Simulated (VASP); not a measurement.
Set up this calculation in VASP 6.6.1, as the native input.

```
Task                   : single point
Functional             : r2SCAN
Potentials or basis    : VASP PAW PBE potentials, release 64 (Ta_pv, N)
Cutoff                 : 520 eV
k mesh                 : 14 × 14 × 14
Occupations            : fermi-dirac, width 0.05 eV
Spin                   : no spin polarisation
Dipole correction      : no
Further INCAR settings : ALGO = Normal; EDIFF = 1e-06; NBANDS = 15
```

TaN:

```
CELL_PARAMETERS angstrom
0.00000 2.23347 2.17900
2.23347 0.00000 2.17900
2.23347 2.23347 0.00000
ATOMIC_POSITIONS crystal
Ta 0.50000 0.50000 0.50000
N 0.00000 0.00000 0.00000
```

These files were run (other wordings do the same):

POSCAR

```
TaN
1.0
    0.0000000000      2.2334750000      2.1790000000
    2.2334750000      0.0000000000      2.1790000000
    2.2334750000      2.2334750000      0.0000000000
Ta N
1 1
Direct
    0.5000000000      0.5000000000      0.5000000000
    0.0000000000      0.0000000000      0.0000000000
```

INCAR.step1

```
SYSTEM = TaN
PREC = Accurate
ENCUT = 520
ISMEAR = -1
SIGMA = 0.05
LREAL = .False.
LASPH = .True.
NELM = 100
NBANDS = 15
GGA = PE
ALGO = Normal
EDIFF = 1E-4
LWAVE = .True.
LCHARG = .False.
```

INCAR.step2

```
SYSTEM = TaN
PREC = Accurate
ENCUT = 520
EDIFF = 1E-6
ISMEAR = -1
SIGMA = 0.05
LREAL = .False.
LASPH = .True.
NELM = 100
ALGO = Normal
ISIF = 2
LWAVE = .False.
LCHARG = .True.
METAGGA = R2SCAN
LMIXTAU = .True.
LELF = .True.
LVHAR = .True.
NBANDS = 15
ISTART = 1
```

KPOINTS

```
regular mesh
0
Gamma
  14 14 14
  0 0 0
```

Potentials or basis: VASP PAW PBE potentials, release 64 (Ta_pv, N).

The run is started by

```console
$ cat potpaw_PBE.64/Ta_pv/POTCAR potpaw_PBE.64/N/POTCAR > POTCAR
$ cp INCAR.step1 INCAR
$ mpirun -np 1 vasp_std > vasp.out
$ cp INCAR.step2 INCAR
$ mpirun -np 1 vasp_std > vasp.out
```

It gave:

```yaml
Pressure: -5.4 GPa
Band_gap_on_the_k_mesh: zero (bands 8 and 9 overlap by 3.93 eV)
```

Caveat: the cell stands under tension; the PAW data sets were made with another functional, which shifts forces and pressure a little; spin-orbit coupling is left out, which moves the levels of the heavy elements.

Run time: 80 s on 1 thread of Intel(R) Xeon(R) 6975P-C (Granite Rapids) (shared host), peak memory 0.21 GiB.
